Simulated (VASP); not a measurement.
Crystal: Rb2Ag3.

```xyz
5
Lattice="5.5605 0.0000 0.0000 0.0000 5.5605 0.0000 0.0000 0.0000 5.5605" Properties=species:S:1:pos:R:3 pbc="T T T"
Rb    0.0000    0.0000    0.0000
Rb    2.7802    2.7802    2.7802
Ag    2.7802    0.0000    0.0000
Ag    0.0000    2.7802    0.0000
Ag    0.0000    0.0000    2.7802
```

The cell was built from a structure type or drawn by symmetry, and may not be a known phase.

| Property | Result |
| --- | --- |
| Program | VASP 6.6.1 |
| Task | relaxation of cell and atoms |
| Functional | PBE |
| Potentials or basis | VASP PAW PBE potentials, release 64 (Rb_sv, Ag) |
| Cutoff | 500 eV |
| k mesh | 4 × 4 × 4 |
| Occupations | gaussian, width 0.1 eV |
| Spin | no spin polarisation |

At the start: pressure 6.3 GPa; volume 34.39 Å³/atom.

Where does the relaxation end?

Over 5 steps the energy falls by 250.1 meV/atom and the volume is 52.81 Å³/atom (+53.6 %); space group Pm-3m (No. 221, to 0.1 Å) before and after.

The path:
```tsv
step	energy change (eV)	largest force (eV/Å)	pressure (GPa)	volume (Å³)
1	0.0000	0.0000	6.33	171.93
2	-0.9130	0.0000	2.35	208.00
3	-1.2049	0.0000	0.67	240.91
4	-1.2478	0.0000	0.14	258.45
5	-1.2503	0.0000	0.01	264.03
```

Final structure:
```yaml
crystal:
  lattice:
    - [6.41529, 0.00000, 0.00000]
    - [0.00000, 6.41529, 0.00000]
    - [0.00000, 0.00000, 6.41529]
  atoms:
    - { symbol: Rb, position: [0.00000, 0.00000, 0.00000] }
    - { symbol: Rb, position: [0.50000, 0.50000, 0.50000] }
    - { symbol: Ag, position: [0.50000, 0.00000, 0.00000] }
    - { symbol: Ag, position: [0.00000, 0.50000, 0.00000] }
    - { symbol: Ag, position: [0.00000, 0.00000, 0.50000] }
```

Caveat: the volume moved by over 15 % at a fixed basis, so the end points are rough.
